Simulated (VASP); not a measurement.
## TiO2: single point with revPBE+D3(BJ)

TiO2:

```
CELL_PARAMETERS angstrom
-1.89711 1.89711 4.75479
1.89711 -1.89711 4.75479
1.89711 1.89711 -4.75479
ATOMIC_POSITIONS crystal
Ti 0.75000 0.25000 0.50000
Ti 0.00000 0.00000 0.00000
O 0.79066 0.79066 0.00000
O 0.54066 0.04066 0.50000
O 0.95934 0.45934 0.50000
O 0.20934 0.20934 0.00000
```

* Program: VASP 6.6.1
* Task: single point
* Functional: revPBE
* Dispersion: D3(BJ)
* Potentials or basis: VASP PAW PBE potentials, release 64 (Ti_sv, O)
* Cutoff: 520 eV
* k mesh: 10 × 10 × 10
* Occupations: fermi-dirac, width 0.05 eV
* Spin: no spin polarisation

```
Pressure                   : 0.7 GPa
Largest force              : 0.027 eV/Å
Band gap on the k mesh     : 2.09 eV (least direct gap 2.45 eV)
Dispersion energy per atom : -0.435 eV
```

Forces on the atoms (eV/Å):
```
Ti   0.000  0.000  0.000
Ti   0.000  0.000  0.000
O    0.000  0.000 -0.027
O    0.000  0.000 -0.027
O    0.000  0.000  0.027
O    0.000  0.000  0.027
```

Stress tensor (GPa, compression positive):
```
0.63 0.00 0.00
0.00 0.63 0.00
0.00 0.00 0.74
```

Levels at points of the mesh, in eV from the valence-band top:
```csv
k point,band 20,band 21,band 22,band 23,band 24,band 25,band 26,band 27,band 28,band 29
"(0.00, 0.00, 0.00)",-0.77,-0.77,-0.77,-0.48,-0.48,2.09,2.82,3.89,3.89,3.94
"(0.50, 0.00, 0.00)",-1.95,-1.94,-0.95,-0.87,-0.65,3.21,3.49,3.53,3.64,4.23
"(0.50, 0.50, 0.00)",-2.66,-2.07,-2.07,-0.02,-0.02,3.33,3.33,3.79,3.79,4.84
"(0.50, 0.50, 0.50)",-1.34,-1.28,-1.28,-0.15,-0.15,2.45,2.45,3.72,3.72,4.13
```

Wall time 10 min on 1 thread of Intel Xeon 8259CL, with other jobs on the host, peak memory 0.38 GiB.

Caveat: the PAW data sets were made with another functional, which shifts forces and pressure a little. A k mesh can miss the band edges.
